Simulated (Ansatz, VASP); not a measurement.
**Two plane-wave programs on ZnS**

Contents of POSCAR:

```
ZnS
1.0
   -3.8087369231      0.0000000000      0.0000000000
   -1.9043684615     -3.2984629317      0.0000000000
    0.0000000000      0.0000000000     18.4664651483
Zn S
4 4
Direct
    1.0000000000      1.0000000000      0.4430353678
    0.0000000000      0.0000000000      0.1054920142
    0.3333333333      0.3333333333      0.6117774923
    0.6666666667      0.6666666667      0.2742341387
    0.0000000000      1.0000000000      0.5693587747
    0.0000000000      0.0000000000      0.2318154211
    0.3333333333      0.3333333333      0.0632750983
    0.6666666667      0.6666666667      0.4008184518
```

Contents of INCAR.step1:

```
  ALGO = Normal
  EDIFF = 1E-4
  ENCUT = 520
  GGA = PE
  ISMEAR = 0
  LASPH = True
  LCHARG = False
  LREAL = False
  LWAVE = True
  NBANDS = 46
  NELM = 80
  PREC = Accurate
  SIGMA = 0.05
```

The input INCAR.step2:

```
  ALGO = Normal
  EDIFF = 1E-7
  ENCUT = 520
  ISIF = 2
  ISMEAR = 0
  ISTART = 1
  LASPH = True
  LCHARG = False
  LMIXTAU = True
  LREAL = False
  LWAVE = False
  METAGGA = R2SCAN
  NBANDS = 46
  NELM = 80
  PREC = Accurate
  SIGMA = 0.05
```

File KPOINTS:

```
k-points
0
Gamma
  7 7 2
```

Input for Ansatz:

```yaml
crystal:
  lattice:
    - [-3.8087369231, 0.0, 0.0]
    - [-1.9043684615, -3.2984629317, 0.0]
    - [0.0, 0.0, 18.4664651483]
  atoms:
    - { symbol: Zn, position: [1.0, 1.0, 0.4430353678] }
    - { symbol: Zn, position: [0.0, 0.0, 0.1054920142] }
    - { symbol: Zn, position: [0.3333333333, 0.3333333333, 0.6117774923] }
    - { symbol: Zn, position: [0.6666666667, 0.6666666667, 0.2742341387] }
    - { symbol: S, position: [0.0, 1.0, 0.5693587747] }
    - { symbol: S, position: [0.0, 0.0, 0.2318154211] }
    - { symbol: S, position: [0.3333333333, 0.3333333333, 0.0632750983] }
    - { symbol: S, position: [0.6666666667, 0.6666666667, 0.4008184518] }
basis:
  ecutwfc: 500
kpoints:
  mp_grid: { grid: [7, 7, 2] }
hamiltonian:
  xc: r2scan
scf:
  occupations: { method: gaussian, width: 0.05 }
output:
  forces: true
  stress: true
  eigenvalues: true
```

Alike in both runs: task single point; functional r2SCAN; k mesh 7 × 7 × 2; occupations gaussian, width 0.05 eV; no spin polarisation.

|  | VASP | Ansatz |
| --- | --- | --- |
| version | VASP 6.6.1 | Ansatz 0.2.0 |
| potentials or method | VASP PAW PBE potentials, release 64 (Zn, S), cutoff 520 eV | scalar-relativistic, plane waves, PAW |
| valence electrons in the cell | 72 | 72 |

|  | VASP | Ansatz | Ansatz less VASP |
| --- | --- | --- | --- |
| gap on the k mesh at the Fermi level (eV) | none | none | - |
| rms of the force components (eV/Å) | 0.434 | 0.430 | -0.0039 |

VASP's potentials were made for PBE, not for r2SCAN. Atom by atom the forces differ by 0.012 eV/Å (rms over components). A gap of «none» marks a metal or a gap that the smearing closes. With one functional, cell and mesh, what is left measures potentials, basis and numerics.
